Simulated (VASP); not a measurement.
Wanted: the native input for a VASP 6.6.1 run.

```
Task                   : single point
Functional             : PBE
Potentials or basis    : VASP PAW PBE potentials, release 64 (Pb_d, Se)
Cutoff                 : 520 eV
k mesh                 : 7 × 7 × 6
Occupations            : fermi-dirac, width 0.05 eV
Spin                   : no spin polarisation
Dipole correction      : no
Further INCAR settings : ALGO = Normal; EDIFF = 1e-06; NBANDS = 28
```

The structure of PbSe lies in POSCAR:

```
PbSe
1.0
    2.1548765900     -6.1339473500      0.0000000000
    2.1548765900      6.1339473500      0.0000000000
    0.0000000000      0.0000000000      4.4504935700
Pb Se
2 2
Direct
    0.3682392700      0.6317607300      0.2500000000
    0.6317607300      0.3682392700      0.7500000000
    0.1387100400      0.8612899600      0.2500000000
    0.8612899600      0.1387100400      0.7500000000
```

One way to write it, as run:

INCAR

```
SYSTEM = PbSe
PREC = Accurate
ENCUT = 520
EDIFF = 1E-6
ISMEAR = -1
SIGMA = 0.05
LREAL = .False.
LASPH = .True.
NELM = 100
ALGO = Normal
ISIF = 2
LWAVE = .False.
LCHARG = .False.
GGA = PE
NBANDS = 28
```

KPOINTS

```
Automatic mesh
0
Gamma
  7 7 6
  0 0 0
```

Potentials or basis: VASP PAW PBE potentials, release 64 (Pb_d, Se).

Command:

```bash
$ cat potpaw_PBE.64/Pb_d/POTCAR potpaw_PBE.64/Se/POTCAR > POTCAR
$ mpirun -np 1 vasp_std > vasp.out
```

Results of the run:

* Pressure: 1.0 GPa
* Largest force: 0.136 eV/Å
* Band gap on the k mesh: 1.02 eV, direct

Caveat: spin-orbit coupling is left out, which moves the levels of the heavy elements.

Run time: 2.5 min on 1 thread of AMD EPYC 9R45 96-Core Processor (Zen 5), with other jobs on the host, peak memory 0.36 GiB.
